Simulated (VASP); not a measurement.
Write the native input for VASP 6.6.1 that does the following.

| Item | Value |
| --- | --- |
| Task | single point |
| Functional | r2SCAN |
| Potentials or basis | VASP PAW PBE potentials, release 64 (Ba_sv, Ti_sv, O) |
| Cutoff | 520 eV |
| k mesh | 4 × 4 × 4 |
| Occupations | gaussian, width 0.01 eV |
| Spin | no spin polarisation |
| Dipole correction | no |
| Further INCAR settings | ALGO = Normal; EDIFF = 1e-06; NBANDS = 28 |

BaTiO3:

```
CELL_PARAMETERS angstrom
3.96933 0.00000 0.00000
0.00000 3.96933 0.00000
0.00000 0.00000 4.12603
ATOMIC_POSITIONS crystal
Ba 0.00000 0.00000 0.99445
Ti 0.50000 0.50000 0.47595
O 0.50000 0.50000 0.03576
O 0.50000 0.00000 0.51842
O 0.00000 0.50000 0.51842
```

These files were run (other wordings do the same):

POSCAR

```
BaTiO3
1.0
    3.9693282518      0.0000000000      0.0000000000
    0.0000000000      3.9693282518      0.0000000000
    0.0000000000      0.0000000000      4.1260333498
Ba Ti O
1 1 3
Direct
    0.0000000000      0.0000000000     -0.0055451320
    0.5000000000      0.5000000000      0.4759531105
    0.5000000000      0.5000000000      0.0357564791
    0.5000000000      0.0000000000      0.5184177712
    0.0000000000      0.5000000000      0.5184177712
```

INCAR.step1

```
PREC = Accurate
ENCUT = 520
ISMEAR = 0
SIGMA = 0.01
LREAL = False
LASPH = True
NELM = 60
NBANDS = 28
GGA = PE
ALGO = Normal
EDIFF = 1E-4
LWAVE = True
LCHARG = False
```

INCAR.step2

```
PREC = Accurate
ENCUT = 520
EDIFF = 1E-6
ISMEAR = 0
SIGMA = 0.01
LREAL = False
LASPH = True
NELM = 60
ALGO = Normal
ISIF = 2
LWAVE = False
LCHARG = False
METAGGA = R2SCAN
LMIXTAU = True
NBANDS = 28
ISTART = 1
```

KPOINTS

```
regular mesh
0
Gamma
  4 4 4
```

Potentials or basis: VASP PAW PBE potentials, release 64 (Ba_sv, Ti_sv, O).

Launch:

```console
$ cat potpaw_PBE.64/Ba_sv/POTCAR potpaw_PBE.64/Ti_sv/POTCAR potpaw_PBE.64/O/POTCAR > POTCAR
$ cp INCAR.step1 INCAR
$ mpirun -np 1 vasp_std > vasp.out
$ cp INCAR.step2 INCAR
$ mpirun -np 1 vasp_std > vasp.out
```

Results of the run:

The pressure is 1.9 GPa. The largest force is 0.170 eV/Å and the band gap on the k mesh is 2.21 eV, indirect (least direct gap 2.73 eV).

Caveat: the PAW data sets were made with another functional, which shifts forces and pressure a little; spin-orbit coupling is left out, which moves the levels of the heavy elements.

It took 4.8 min on 1 thread of AMD EPYC 7R13, on a shared host, peak memory 0.17 GiB.
